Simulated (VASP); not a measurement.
# Os (Fm-3m) in VASP: single point with PBE

Aim: the single point of Os with PBE.

All numbers are computed with VASP 6.6.1; they aren't measurements. Logs are shortened: lines on timing, memory, paths and dates and some standing lists are left out, and cuts for length are marked.

### Step 1. The cell of the first run

The structure is cubic, space group Fm-3m (No. 225). Conventional cell: a = 4.253 Å, b = 4.253 Å, c = 4.253 Å, α = 90.00°, β = 90.00°, γ = 90.00°. Within 4.0 Å of Os (site symmetry m-3m) lie 12 Os at 3.01 Å.

This isn't the form of Os at room conditions, which is hcp.

### Step 2. Single point, PBE (Pt replaced by Os, lengths x 1.035, strained)

Contents of INCAR:

```
PREC = Accurate ; ENCUT = 520
EDIFF = 1E-6 ; ISMEAR = 0
SIGMA = 0.1 ; LREAL = False
LASPH = True ; NELM = 100
ALGO = Fast ; ISIF = 2
LWAVE = False ; LCHARG = False
GGA = PE ; NBANDS = 10
```

Contents of KPOINTS:

```
Automatic mesh
0
Gamma
  16 16 16
```

Contents of POSCAR:

```
Os
1.0
    0.0000000000      2.1263660083      2.1263660083
    2.1263660083      0.0000000000      2.1263660083
    2.1263660083      2.1263660083      0.0000000000
Os
1
Direct
    0.0000000000      0.0000000000      0.0000000000
```

Potentials or basis: VASP PAW PBE potentials, release 64 (Os).

Run with:

```
$ cat potpaw_PBE.64/Os/POTCAR > POTCAR
$ mpirun -np 1 vasp_std > vasp.out
```

OUTCAR:

```text
PREC = Accurate
   ENCUT = 520
   EDIFF = 1E-6
   ISMEAR = 0
   LREAL = False
   LASPH = True
   NELM = 100
   ISIF = 2
   GGA = PE

 ion  position               nearest neighbor table
   1  0.000  0.000  0.000-

  LATTYP: Found a face centered cubic cell.
 ALAT       =     4.2527320166

  Lattice vectors:

 A1 = (   0.0000000000,   2.1263660083,   2.1263660083)
 A2 = (   2.1263660083,   0.0000000000,   2.1263660083)
 A3 = (   2.1263660083,   2.1263660083,   0.0000000000)

Analysis of symmetry for initial positions (statically):
=====================================================================
 Subroutine PRICEL returns:
 Original cell was already a primitive cell.

 Routine SETGRP: Setting up the symmetry group for a
 face centered cubic supercell.

 Subroutine GETGRP returns: Found 48 space group operations
 (whereof 48 operations were pure point group operations)
 out of a pool of 48 trial point group operations.

The static configuration has the point symmetry O_h .

Analysis of symmetry for dynamics (positions and initial velocities):
=====================================================================
 Subroutine PRICEL returns:
 Original cell was already a primitive cell.

 Routine SETGRP: Setting up the symmetry group for a
 face centered cubic supercell.

 Subroutine GETGRP returns: Found 48 space group operations
 (whereof 48 operations were pure point group operations)
 out of a pool of 48 trial point group operations.

The dynamic configuration has the point symmetry O_h .

 Subroutine INISYM returns: Found 48 space group operations
 (whereof 48 operations are pure point group operations),
 and found     1 'primitive' translations

----------------------------------------------------------------------------------------

                                     Primitive cell

  volume of cell :      19.2284

  direct lattice vectors                    reciprocal lattice vectors
     0.000000000  2.126366008  2.126366008    -0.235142961  0.235142961  0.235142961
     2.126366008  0.000000000  2.126366008     0.235142961 -0.235142961  0.235142961
     2.126366008  2.126366008  0.000000000     0.235142961  0.235142961 -0.235142961

  length of vectors
     3.007135648  3.007135648  3.007135648     0.407279556  0.407279556  0.407279556

  position of ions in fractional coordinates (direct lattice)
     0.000000000  0.000000000  0.000000000

  ion indices of the primitive-cell ions
   primitive index   ion index
                 1           1

----------------------------------------------------------------------------------------

 KPOINTS: Automatic mesh

Automatic generation of k-mesh.
 Grid dimensions read from file:
 generate k-points for:   16   16   16

 Generating k-lattice:

  Cartesian coordinates                     Fractional coordinates (reciprocal lattice)
    -0.014696435  0.014696435  0.014696435     0.062500000  0.000000000  0.000000000
     0.014696435 -0.014696435  0.014696435     0.000000000  0.062500000  0.000000000
     0.014696435  0.014696435 -0.014696435     0.000000000  0.000000000  0.062500000

  Length of vectors
     0.025454972  0.025454972  0.025454972

  Shift w.r.t. Gamma in fractional coordinates (k-lattice)
     0.000000000  0.000000000  0.000000000

 Subroutine IBZKPT returns following result:
 ===========================================

 Found    145 irreducible k-points:

 Following reciprocal coordinates:
            Coordinates               Weight
  0.000000  0.000000  0.000000      1.000000
  0.062500  0.000000  0.000000      8.000000
  0.125000  0.000000  0.000000      8.000000
  0.187500  0.000000  0.000000      8.000000
  0.250000  0.000000  0.000000      8.000000
  0.312500  0.000000  0.000000      8.000000
[... 16 lines left out ...]
 -0.125000  0.062500  0.000000     24.000000
 -0.062500  0.062500  0.000000     12.000000
 [... further k-points ...]
   k-points           NKPTS =    145   k-points in BZ     NKDIM =    145   number of bands    NBANDS=     10
   number of dos      NEDOS =    301   number of ions     NIONS =      1
   total plane-waves  NPLWV =  13824
   dimension x,y,z NGX =    24 NGY =   24 NGZ =   24
   dimension x,y,z NGXF=    48 NGYF=   48 NGZF=   48
   ions per type =               1
   NGX,Y,Z   is equivalent  to a cutoff of  13.27, 13.27, 13.27 a.u.
   NGXF,Y,Z  is equivalent  to a cutoff of  26.54, 26.54, 26.54 a.u.
 SYSTEM =  unknown system
   PREC   = accura    normal or accurate (medium, high low for compatibility)
   ISTART =      0    job   : 0-new  1-cont  2-samecut
   ICHARG =      2    charge: 1-file 2-atom 10-const
   ISPIN  =      1    spin polarized calculation?
   LNONCOLLINEAR =      F non collinear calculations
   LSORBIT =      F    spin-orbit coupling
   LASPH  =      T    aspherical Exc in radial PAW
   ENCUT  =  520.0 eV  38.22 Ry    6.18 a.u.   5.59  5.59  5.59*2*pi/ulx,y,z
   NELM   =    100;   NELMIN=  2; NELMDL= -5     # of ELM steps
   EDIFF  = 0.1E-05   stopping-criterion for ELM
   LREAL  =      F    real-space projection
   EDIFFG = 0.1E-04   stopping-criterion for IOM
   NSW    =      0    number of steps for IOM
   IBRION =     -1    ionic relax: 0-MD 1-quasi-New 2-CG
   NFREE  =      0    steps in history (QN), initial steepest desc. (CG)
   ISIF   =      2    stress and relaxation
   ISYM   =      2    0-nonsym 1-usesym 2-fastsym
   POTIM  = 0.5000    time-step for ionic-motion
   TEBEG  =    0.0;   TEEND  =   0.0 temperature during run
   PSTRESS=    0.0 pullay stress
   NELECT =       8.0000    total number of electrons
   NUPDOWN=      -1.0000    fix difference up-down
   EMIN   =  10.00;   EMAX   =-10.00  energy-range for DOS
   EFERMI =   0.00;   METHOD = LEGACY
   ISMEAR =     0;   SIGMA  =   0.10  broadening in eV -4-tet -1-fermi 0-gaus
   EFERMI_NEDOS =   21; number of points for ismear=-14 and -15
   IALGO  =     68    algorithm
   IMIX   =      4    mixing-type and parameters
     AMIX     =   0.40;   BMIX     =  1.00
     AMIX_MAG =   1.60;   BMIX_MAG =  1.00
  volume/ion in A,a.u.               =      19.23       129.76
  Fermi-wavevector in a.u.,A,eV,Ry     =   1.222147  2.309523 20.322253  1.493643
  Thomas-Fermi vector in A             =   2.357304
   LORBIT       =      0    0 simple, 1 ext, 2 COOP (PROOUT), +10 PAW based schemes
   GGA     = PE    functional components
   LHFCALC =     F    Hartree Fock is set to
   AEXX    =    0.0000 exact exchange contribution
   IVDW    =     0    specifies the selected vdW correction
   LEPSILON=     F    determine dielectric tensor
   LRPA    =     F    only Hartree local field effects (RPA)
 non-spin polarized calculation
 RMM-DIIS sequential band-by-band and
 Gauss-broadening in eV      SIGMA  =   0.10
  energy-cutoff  :      520.00
  volume of cell :       19.23
 maximum number of plane-waves:       534
   NGX = 11   NGY = 11   NGZ = 11

 number of electron       8.0000001 magnetization

 Free energy of the ion-electron system (eV)
  ---------------------------------------------------
  ext. energy  EPLUGINS =         0.00000000
  ---------------------------------------------------
  free energy    TOTEN  =        -9.96501032 eV

  energy without entropy =       -9.95831945  energy(sigma->0) =       -9.96166488

 E-fermi :   5.2306     XC(G=0): -12.2765

 val. band max:        5.2194062094   @ k =   0.4375   0.3125   0.1250
 cond. band min:       5.2374265685   @ k =   0.1250   0.0625   0.0000
 fundamental gap:      0.0180203591
 Fermi energy:         5.2306095465

 k-point     1 :       0.0000    0.0000    0.0000
  band No.  band energies     occupation
      1      -2.9555      2.00000
      2       3.3245      2.00000
      3       3.3245      2.00000
      4       3.3245      2.00000
      5       5.1591      1.68834
      6       5.1591      1.68834
      7      19.3451      0.00000
      8      23.4019      0.00000
      9      23.4019      0.00000
     10      23.4019      0.00000

 k-point     2 :       0.0625    0.0000    0.0000
  band No.  band energies     occupation
      1      -2.8240      2.00000
      2       3.2608      2.00000
      3       3.3778      2.00000
      4       3.3778      2.00000
      5       5.1290      1.84926
      6       5.1290      1.84926
      7      19.5494      0.00000
      8      22.5934      0.00000
      9      23.5933      0.00000
     10      23.5933      0.00000

 k-point     3 :       0.1250    0.0000    0.0000
  band No.  band energies     occupation
      1      -2.4420      2.00000
      2       3.0998      2.00000
      3       3.5109      2.00000
      4       3.5109      2.00000
      5       5.0726      1.97452
      6       5.0726      1.97452
      7      20.0728      0.00000
      8      21.0455      0.00000
      9      24.1347      0.00000
     10      24.1347      0.00000

 k-point     4 :       0.1875    0.0000    0.0000
  band No.  band energies     occupation
      1      -1.8536      2.00000
      2       2.9262      2.00000
      3       3.6342      2.00000
      4       3.6342      2.00000
      5       5.0947      1.94534
      6       5.0947      1.94534
      7      19.2542      0.00000
      8      20.6741      0.00000
      9      24.8985      0.00000
     10      24.8986      0.00000
[... 222 lines left out ...]
 k-point    22 :      -0.1875    0.0625    0.0000
  band No.  band energies     occupation
      1      -1.5169      2.00000
      2       2.8039      2.00000
      3       3.6654      2.00000
      4       3.7346      2.00000
      5       4.8522      2.00000
      6       5.4402      0.00303
      7      18.7009      0.00000
      8      20.8677      0.00000
      9      23.8313      0.00000
     10      25.6858      0.00000

 k-point    23 :      -0.1250    0.0625    0.0000
  band No.  band energies     occupation
      1      -2.1538      2.00000
      2       2.9617      2.00000
      3       3.6120      2.00000
      4       3.6171      2.00000
      5       4.8545      2.00000
      6       5.2481      0.80437
      7      20.3319      0.00000
      8      20.5586      0.00000
      9      23.4669      0.00000
     10      25.0833      0.00000

 k-point    24 :      -0.0625    0.0625    0.0000
  band No.  band energies     occupation
      1      -2.6084      2.00000
      2       3.1460      2.00000
      3       3.4536      2.00000
      4       3.4853      2.00000
      5       4.9936      1.99920
      6       5.1819      1.50920
      7      19.8682      0.00000
      8      21.8524      0.00000
      9      23.3372      0.00000
     10      24.1718      0.00000

 [... further k-points ...]
[... 5 lines left out ...]
  --------------------------------------------------------------------------------------
  -------------------------------------------------------------------------------------
  Total       -6.6739778     -6.6739778     -6.6739778      0.0000000      0.0000000      0.0000000
  in kB     -556.0979294   -556.0979294   -556.0979294      0.0000000      0.0000000      0.0000000
  external PRESSURE =    -556.0979294 kB  Pullay stress =       0.0000000 kB

 VOLUME and BASIS-vectors are now :
 -----------------------------------------------------------------------------
  energy-cutoff  :      520.00
  volume of cell :       19.23
      direct lattice vectors                 reciprocal lattice vectors
     0.000000000  2.126366008  2.126366008    -0.235142961  0.235142961  0.235142961
     2.126366008  0.000000000  2.126366008     0.235142961 -0.235142961  0.235142961
     2.126366008  2.126366008  0.000000000     0.235142961  0.235142961 -0.235142961

 POSITION                                       TOTAL-FORCE (eV/Angst)
 -----------------------------------------------------------------------------------
      0.00000      0.00000      0.00000         0.000000      0.000000      0.000000
 -----------------------------------------------------------------------------------
    total drift:                               -0.000000     -0.000000      0.000000

  FREE ENERGIE OF THE ION-ELECTRON SYSTEM (eV)
  ---------------------------------------------------
  free  energy   TOTEN  =        -9.9650103156 eV

  energy  without entropy=       -9.9583194503  energy(sigma->0) =       -9.96166488
```

Run time: 64 s. Hardware: 1 thread of AMD EPYC 7R43 (Zen 3), shared host; peak memory 0.12 GiB.

Results:

```
Free energy            : -9.9650 eV
Pressure               : -55.6 GPa
Band gap on the k mesh : zero (bands 4 and 5 overlap by 2.79 eV)
```

Levels at points of the mesh, in eV from the Fermi level:
```tsv
k point	band 1	band 2	band 3	band 4	band 5	band 6	band 7	band 8
(0.00, 0.00, 0.00)	-8.19	-1.91	-1.91	-1.91	-0.07	-0.07	14.11	18.17
(0.50, 0.00, 0.00)	-5.23	-1.97	-1.97	0.11	1.37	1.37	5.57	13.62
(0.50, 0.50, 0.00)	-4.86	-4.35	1.33	1.76	1.76	1.98	7.84	10.37
```

Caveat: the cell differs from its parent crystal (Pt replaced by Os, lengths x 1.035, strained); the cell stands under tension; spin-orbit coupling is left out, which moves the levels of the heavy elements.
